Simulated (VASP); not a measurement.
A run of VASP 6.6.1:

File INCAR:

```
SYSTEM = NaCl
ALGO = Normal ; EDIFF = 1E-8
ENCUT = 520 ; GGA = CA
IBRION = 8 ; ISIF = 2
ISMEAR = 0 ; LASPH = .TRUE.
LCHARG = .FALSE. ; LEPSILON = .TRUE.
LREAL = .FALSE. ; LWAVE = .FALSE.
NBANDS = 14 ; NELM = 60
NSW = 1 ; PREC = Accurate
SIGMA = 0.01
```

The input KPOINTS:

```
k-points
0
G
  8 8 8
  0 0 0
```

File POSCAR:

```
NaCl
1.0
    0.0000000000      2.7321936067      2.7321936067
    2.7321936067      0.0000000000      2.7321936067
    2.7321936067      2.7321936067      0.0000000000
Na Cl
1 1
Direct
    0.0000000000      0.0000000000      0.0000000000
    0.5000000000      0.5000000000      0.5000000000
```

Potentials or basis: VASP PAW LDA potentials, release 64 (Na_pv, Cl).

Launch:

```console
$ cat potpaw_LDA.64/Na_pv/POTCAR potpaw_LDA.64/Cl/POTCAR > POTCAR
$ mpirun -np 1 vasp_std > vasp.out
```

Hardware: 1 thread of Intel Xeon 8259CL (shared host).

**Question.** Estimate the wall time of this run.

**Answer.** Wall time 9.8 min on 1 thread of Intel Xeon 8259CL (shared host), peak memory 0.23 GiB. Counts: scf iterations 139, k points 29.
